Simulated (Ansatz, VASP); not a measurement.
# One calculation of Ni, two programs

```
CELL_PARAMETERS angstrom
0.00000 1.72327 1.72327
1.72327 0.00000 1.72327
1.72327 1.72327 0.00000
ATOMIC_POSITIONS crystal
Ni 0.00000 0.00000 0.00000
```

Alike in both runs: task single point; functional revPBE; k mesh 25 × 25 × 25; occupations fermi-dirac, width 0.05 eV; collinear spin.

|  | VASP | Ansatz |
| --- | --- | --- |
| version | VASP 6.6.1 | Ansatz 0.2.0 |
| potentials or method | VASP PAW PBE potentials, release 64 (Ni), cutoff 520 eV | plane waves (420 eV) with PAW, scalar-relativistic |
| valence electrons in the cell | 10 | 18 |

```tsv
	VASP	Ansatz	Ansatz less VASP
pressure (GPa)	18.6	18.8	+0.17
net moment per atom (μB)	0.61	0.62	+0.010
size of the moment on the site where the two differ most (μB)	0.62	0.66	+0.041
```

VASP's potentials were made for PBE, not for revPBE. Site moments also hang on the region over which each program counts them. With one functional, cell and mesh, what is left measures potentials, basis and numerics. VASP's potentials hold 10 valence electrons a cell and Ansatz's 18, so a difference there can come from the potentials and not from the codes.
